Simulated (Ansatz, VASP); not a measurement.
# BN in VASP and in Ansatz

The input INCAR:

```
PREC     = Accurate       # precision mode
ENCUT    = 520            # plane-wave cutoff, eV
EDIFF    = 1E-7           # SCF threshold, eV
ISMEAR   = 0              # smearing method
SIGMA    = 0.05           # smearing width, eV
LREAL    = F              # projectors in reciprocal space
LASPH    = T              # aspherical terms in the spheres
NELM     = 100            # most SCF steps
ALGO     = Normal         # electronic algorithm
ISIF     = 2              # what is computed and relaxed
LWAVE    = F              # write WAVECAR
LCHARG   = F              # write CHGCAR
NBANDS   = 16             # bands
```

The input KPOINTS:

```
regular mesh
0
Gamma
  12 12 6
```

Contents of POSCAR:

```
BN
1.0
    2.5539396017      0.0000000000      0.0000000000
   -1.2769698009      2.2117765748      0.0000000000
    0.0000000000      0.0000000000      4.2268550000
B N
2 2
Direct
    0.6666666667      0.3333333333      0.9642366223
    0.3333333333      0.6666666667      0.4997240000
    0.6666666667      0.3333333333      0.6252760000
    0.3333333333      0.6666666667      0.1252760000
```

Input for Ansatz:

```yaml
crystal:
  lattice:
    - [2.5539396017, 0.0, 0.0]
    - [-1.2769698009, 2.2117765748, 0.0]
    - [0.0, 0.0, 4.226855]
  atoms:
    - { symbol: B, position: [0.6666666667, 0.3333333333, 0.9642366223] }
    - { symbol: B, position: [0.3333333333, 0.6666666667, 0.499724] }
    - { symbol: "N", position: [0.6666666667, 0.3333333333, 0.625276] }
    - { symbol: "N", position: [0.3333333333, 0.6666666667, 0.125276] }
basis:
  ecutwfc: 420
kpoints:
  mp_grid: { grid: [12, 12, 6] }
hamiltonian:
  xc: lda
scf:
  occupations: { method: gaussian, width: 0.05 }
output:
  forces: true
  stress: true
  eigenvalues: true
  write_density: true
  write_potential: true
  elf: true
  volumetric_format: npy
```

Alike in both runs: task single point; functional LDA; k mesh 12 × 12 × 6; occupations gaussian, width 0.05 eV; no spin polarisation.

|  | VASP | Ansatz |
| --- | --- | --- |
| version | VASP 6.6.1 | Ansatz 0.2.0 |
| potentials or method | VASP PAW LDA potentials, release 64 (B, N), cutoff 520 eV | scalar-relativistic, plane waves, PAW |
| valence electrons in the cell | 16 | 16 |

```csv
,VASP,Ansatz,Ansatz less VASP
gap on the k mesh at the Fermi level (eV),3.46,3.48,+0.025
least direct gap on the mesh (eV),7.15,7.16,+0.010
pressure (GPa),-9.3,-10.1,-0.81
"traceless stress, the component that is largest in VASP (GPa)",4.22,4.02,-0.195
rms of the force components (eV/Å),2.167,2.160,-0.0067
```

LDA's correlation is that of Perdew and Zunger in VASP and of Perdew and Wang (1992) in Ansatz. Atom by atom the forces differ by 0.007 eV/Å (rms over components).
